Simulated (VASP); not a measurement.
# GaN (F-43m) in VASP: further runs

Runs on GaN. Level: PBE. Tasks: relaxation of cell and atoms.

All numbers are computed with VASP 6.6.1; they aren't measurements. Logs are shortened: lines on timing, memory, paths and dates and some standing lists are left out, and cuts for length are marked.

### Step 1. The cell of the first run

The structure is cubic, space group F-43m (No. 216). Conventional cell: a = 4.507 Å, b = 4.507 Å, c = 4.507 Å, α = 90.00°, β = 90.00°, γ = 90.00°. Ga (site symmetry -43m) has 4 N at 1.95 Å within 2.6 Å. Within 2.6 Å of N (site symmetry -43m) lie 4 Ga at 1.95 Å.

### Step 2. Relaxation of cell and atoms, PBE

Input file INCAR:

```
SYSTEM = GaN
ALGO     = Normal         ! electronic algorithm
EDIFF    = 1E-7           ! SCF threshold, eV
EDIFFG   = -0.005         ! ionic threshold
ENCUT    = 600            ! plane-wave cutoff, eV
GGA      = PE             ! functional
GGA_COMPAT= .FALSE.      
IBRION   = 2              ! ionic algorithm
ISIF     = 3              ! what is computed and relaxed
ISMEAR   = 0              ! smearing method
LASPH    = .TRUE.         ! aspherical terms in the spheres
LCHARG   = .FALSE.        ! write CHGCAR
LREAL    = .FALSE.        ! projectors in reciprocal space
LWAVE    = .FALSE.        ! write WAVECAR
NELM     = 120            ! most SCF steps
NELMIN   = 4            
NSW      = 80             ! ionic steps
PREC     = Accurate       ! precision mode
SIGMA    = 0.01           ! smearing width, eV
```

Input file KPOINTS:

```
k-points
0
G
  8 8 8
  0 0 0
```

Input file POSCAR:

```
GaN
1.0
    0.0000000000      2.2535005000      2.2535005000
    2.2535005000      0.0000000000      2.2535005000
    2.2535005000      2.2535005000      0.0000000000
Ga N
1 1
Direct
    0.0000000000      0.0000000000      0.0000000000
    0.2500000000      0.2500000000      0.2500000000
```

Potentials or basis: VASP PAW PBE potentials, release 64 (Ga_d, N).

Launch:

```sh
cat potpaw_PBE.64/Ga_d/POTCAR potpaw_PBE.64/N/POTCAR > POTCAR
mpirun -np 1 vasp_std > vasp.out
```

OUTCAR:

```text
SYSTEM = GaN
   EDIFF = 1E-7
   EDIFFG = -0.005
   ENCUT = 600
   GGA = PE
   IBRION = 2
   ISIF = 3
   ISMEAR = 0
   LASPH = .TRUE.
   LREAL = .FALSE.
   NELM = 120
   NELMIN = 4
   NSW = 80
   PREC = Accurate

 ion  position               nearest neighbor table
   1  0.000  0.000  0.000-   2 1.95   2 1.95   2 1.95   2 1.95
   2  0.250  0.250  0.250-   1 1.95   1 1.95   1 1.95   1 1.95

  LATTYP: Found a face centered cubic cell.
 ALAT       =     4.5070010000

  Lattice vectors:

 A1 = (   0.0000000000,   2.2535005000,   2.2535005000)
 A2 = (   2.2535005000,   0.0000000000,   2.2535005000)
 A3 = (   2.2535005000,   2.2535005000,   0.0000000000)

Analysis of symmetry for initial positions (statically):
=====================================================================
 Subroutine PRICEL returns:
 Original cell was already a primitive cell.

 Routine SETGRP: Setting up the symmetry group for a
 face centered cubic supercell.

 Subroutine GETGRP returns: Found 24 space group operations
 (whereof 24 operations were pure point group operations)
 out of a pool of 48 trial point group operations.

The static configuration has the point symmetry T_d .

Analysis of symmetry for dynamics (positions and initial velocities):
=====================================================================
 Subroutine PRICEL returns:
 Original cell was already a primitive cell.

 Routine SETGRP: Setting up the symmetry group for a
 face centered cubic supercell.

 Subroutine GETGRP returns: Found 24 space group operations
 (whereof 24 operations were pure point group operations)
 out of a pool of 48 trial point group operations.

The dynamic configuration has the point symmetry T_d .

 Subroutine INISYM returns: Found 24 space group operations
 (whereof 24 operations are pure point group operations),
 and found     1 'primitive' translations

----------------------------------------------------------------------------------------

                                     Primitive cell

  volume of cell :      22.8877

  direct lattice vectors                    reciprocal lattice vectors
     0.000000000  2.253500500  2.253500500    -0.221877031  0.221877031  0.221877031
     2.253500500  0.000000000  2.253500500     0.221877031 -0.221877031  0.221877031
     2.253500500  2.253500500  0.000000000     0.221877031  0.221877031 -0.221877031

  length of vectors
     3.186930970  3.186930970  3.186930970     0.384302290  0.384302290  0.384302290

  position of ions in fractional coordinates (direct lattice)
     0.000000000  0.000000000  0.000000000
     0.250000000  0.250000000  0.250000000

  ion indices of the primitive-cell ions
   primitive index   ion index
                 1           1
                 2           2

----------------------------------------------------------------------------------------

 KPOINTS: k-points

Automatic generation of k-mesh.
 Grid dimensions read from file:
 generate k-points for:    8    8    8

 Generating k-lattice:

  Cartesian coordinates                     Fractional coordinates (reciprocal lattice)
    -0.027734629  0.027734629  0.027734629     0.125000000  0.000000000  0.000000000
     0.027734629 -0.027734629  0.027734629     0.000000000  0.125000000  0.000000000
     0.027734629  0.027734629 -0.027734629     0.000000000  0.000000000  0.125000000

  Length of vectors
     0.048037786  0.048037786  0.048037786

  Shift w.r.t. Gamma in fractional coordinates (k-lattice)
     0.000000000  0.000000000  0.000000000

 Subroutine IBZKPT returns following result:
 ===========================================

 Found     29 irreducible k-points:

 Following reciprocal coordinates:
            Coordinates               Weight
  0.000000  0.000000  0.000000      1.000000
  0.125000  0.000000  0.000000      8.000000
  0.250000  0.000000  0.000000      8.000000
  0.375000  0.000000  0.000000      8.000000
  0.500000  0.000000  0.000000      4.000000
  0.125000  0.125000  0.000000      6.000000
[... 16 lines left out ...]
  0.500000  0.250000  0.125000     48.000000
 -0.375000  0.250000  0.125000     24.000000
 [... further k-points ...]
   k-points           NKPTS =     29   k-points in BZ     NKDIM =     29   number of bands    NBANDS=     13
   number of dos      NEDOS =    301   number of ions     NIONS =      2
   total plane-waves  NPLWV =  21952
   dimension x,y,z NGX =    28 NGY =   28 NGZ =   28
   dimension x,y,z NGXF=    56 NGYF=   56 NGZF=   56
   ions per type =               1   1
   NGX,Y,Z   is equivalent  to a cutoff of  14.61, 14.61, 14.61 a.u.
   NGXF,Y,Z  is equivalent  to a cutoff of  29.21, 29.21, 29.21 a.u.
 SYSTEM =  GaN
   PREC   = accura    normal or accurate (medium, high low for compatibility)
   ISTART =      0    job   : 0-new  1-cont  2-samecut
   ICHARG =      2    charge: 1-file 2-atom 10-const
   ISPIN  =      1    spin polarized calculation?
   LNONCOLLINEAR =      F non collinear calculations
   LSORBIT =      F    spin-orbit coupling
   LASPH  =      T    aspherical Exc in radial PAW
   ENCUT  =  600.0 eV  44.10 Ry    6.64 a.u.   6.37  6.37  6.37*2*pi/ulx,y,z
   NELM   =    120;   NELMIN=  4; NELMDL= -5     # of ELM steps
   EDIFF  = 0.1E-06   stopping-criterion for ELM
   LREAL  =      F    real-space projection
   EDIFFG = -.5E-02   stopping-criterion for IOM
   NSW    =     80    number of steps for IOM
   IBRION =      2    ionic relax: 0-MD 1-quasi-New 2-CG
   NFREE  =      1    steps in history (QN), initial steepest desc. (CG)
   ISIF   =      3    stress and relaxation
   ISYM   =      2    0-nonsym 1-usesym 2-fastsym
   POTIM  = 0.5000    time-step for ionic-motion
   TEBEG  =    0.0;   TEEND  =   0.0 temperature during run
   PSTRESS=    0.0 pullay stress
   NELECT =      18.0000    total number of electrons
   NUPDOWN=      -1.0000    fix difference up-down
   EMIN   =  10.00;   EMAX   =-10.00  energy-range for DOS
   EFERMI =   0.00;   METHOD = LEGACY
   ISMEAR =     0;   SIGMA  =   0.01  broadening in eV -4-tet -1-fermi 0-gaus
   EFERMI_NEDOS =   21; number of points for ismear=-14 and -15
   IALGO  =     38    algorithm
   IMIX   =      4    mixing-type and parameters
     AMIX     =   0.40;   BMIX     =  1.00
     AMIX_MAG =   1.60;   BMIX_MAG =  1.00
  volume/ion in A,a.u.               =      11.44        77.23
  Fermi-wavevector in a.u.,A,eV,Ry     =   1.511117  2.855597 31.068546  2.283474
  Thomas-Fermi vector in A             =   2.621217
   LORBIT       =      0    0 simple, 1 ext, 2 COOP (PROOUT), +10 PAW based schemes
   GGA     = PE    functional components
   LHFCALC =     F    Hartree Fock is set to
   AEXX    =    0.0000 exact exchange contribution
   IVDW    =     0    specifies the selected vdW correction
   LEPSILON=     F    determine dielectric tensor
   LRPA    =     F    only Hartree local field effects (RPA)
 conjugate gradient relaxation of ions
 non-spin polarized calculation
 Gauss-broadening in eV      SIGMA  =   0.01
  energy-cutoff  :      600.00
  volume of cell :       22.89
 maximum number of plane-waves:       778
 NGX is ok and might be reduce to    28
   NGX = 13   NGY = 13   NGZ = 13

--------------------------------------- Ionic step        1  -------------------------------------------

 number of electron      18.0000005 magnetization

 Free energy of the ion-electron system (eV)
  ---------------------------------------------------
  ext. energy  EPLUGINS =         0.00000000
  ---------------------------------------------------
  free energy    TOTEN  =       -12.14419139 eV

  energy without entropy =      -12.14419139  energy(sigma->0) =      -12.14419139

------------------------ aborting loop because EDIFF is reached ----------------------------------------

  FORCE on cell =-STRESS in cart. coord.  units (eV):
  Direction    XX          YY          ZZ          XY          YZ          ZX
  --------------------------------------------------------------------------------------
  -------------------------------------------------------------------------------------
  Total        0.7018822      0.7018822      0.7018822      0.0000000      0.0000000      0.0000000
  in kB       49.1328355     49.1328355     49.1328355      0.0000000      0.0000000      0.0000000
  external PRESSURE =      49.1328355 kB  Pullay stress =       0.0000000 kB
[... 57 lines left out ...]
  energy  without entropy=      -12.1470517242  energy(sigma->0) =      -12.14705172

--------------------------------------- Ionic step        3  -------------------------------------------

 number of electron      18.0000002 magnetization

 Free energy of the ion-electron system (eV)
  ---------------------------------------------------
  ext. energy  EPLUGINS =         0.00000000
  ---------------------------------------------------
  free energy    TOTEN  =       -12.15362566 eV

  energy without entropy =      -12.15362566  energy(sigma->0) =      -12.15362566

 E-fermi :   5.0783     XC(G=0): -11.5217

 val. band max:        4.9897626668   @ k =   0.0000   0.0000   0.0000
 cond. band min:       6.5380317221   @ k =   0.0000   0.0000   0.0000
 fundamental gap:      1.5482690552
 Fermi energy:         5.0782926257

 k-point     1 :       0.0000    0.0000    0.0000
  band No.  band energies     occupation
      1     -10.7156      2.00000
      2      -8.4337      2.00000
      3      -8.4337      2.00000
      4      -8.4337      2.00000
      5      -8.1407      2.00000
      6      -8.1407      2.00000
      7       4.9898      2.00000
      8       4.9898      2.00000
      9       4.9898      2.00000
     10       6.5380      0.00000
     11      15.1204      0.00000
     12      15.1204      0.00000
     13      15.1204      0.00000
[... 353 lines left out ...]
 k-point    24 :      -0.3750    0.2500    0.1250
  band No.  band energies     occupation
      1      -9.8111      2.00000
      2      -8.3372      2.00000
      3      -8.2802      2.00000
      4      -8.1577      2.00000
      5      -8.1098      2.00000
      6      -6.5903      2.00000
      7      -1.2715      2.00000
      8       2.0654      2.00000
      9       3.2843      2.00000
     10      11.4058      0.00000
     11      11.9403      0.00000
     12      14.8830      0.00000
     13      16.5105      0.00000

 [... further k-points ...]

------------------------ aborting loop because EDIFF is reached ----------------------------------------

  FORCE on cell =-STRESS in cart. coord.  units (eV):
  Direction    XX          YY          ZZ          XY          YZ          ZX
  --------------------------------------------------------------------------------------
  -------------------------------------------------------------------------------------
  Total       -0.0031233     -0.0031233     -0.0031233     -0.0000000     -0.0000000     -0.0000000
  in kB       -0.2127568     -0.2127568     -0.2127568     -0.0000000     -0.0000000     -0.0000000
  external PRESSURE =      -0.2127568 kB  Pullay stress =       0.0000000 kB
[... 17 lines left out ...]
  FREE ENERGIE OF THE ION-ELECTRON SYSTEM (eV)
  ---------------------------------------------------
  free  energy   TOTEN  =       -12.1536256576 eV

  energy  without entropy=      -12.1536256576  energy(sigma->0) =      -12.15362566

 reached required accuracy - stopping structural energy minimisation
```

It took 20 s on 1 thread of Intel Xeon 6975P-C (Granite Rapids), shared host; peak memory 0.16 GiB.

What came out:

| Item | Value |
| --- | --- |
| Free energy | -12.1536 eV |
| Relaxed volume | 11.76 Å³/atom |
| Relaxed cell | a = 3.216 Å, b = 3.216 Å, c = 3.216 Å, α = 60.00°, β = 60.00°, γ = 60.00° |
| Space group after relaxing (to 0.1 Å) | F-43m (No. 216) |
| Energy gained by relaxing | 4.7 meV/atom |
| Ionic steps | 3 |
| Pressure after relaxing | 0.0 GPa |
| Band gap on the k mesh | 1.55 eV |

Step by step:
| step | energy change (eV) | largest force (eV/Å) | pressure (GPa) | volume (Å³) |
| --- | --- | --- | --- | --- |
| 1 | 0.0000 | 0.0000 | 4.91 | 22.89 |
| 2 | -0.0029 | 0.0000 | -3.73 | 24.07 |
| 3 | -0.0094 | 0.0000 | -0.02 | 23.52 |

Final structure:
```
Ga N
1.0
     0.00000    2.27407    2.27407
     2.27407    0.00000    2.27407
     2.27407    2.27407    0.00000
Ga N
1 1
Direct
  0.00000 0.00000 0.00000
  0.25000 0.25000 0.25000
```

(Continued in part 2 of 3.)
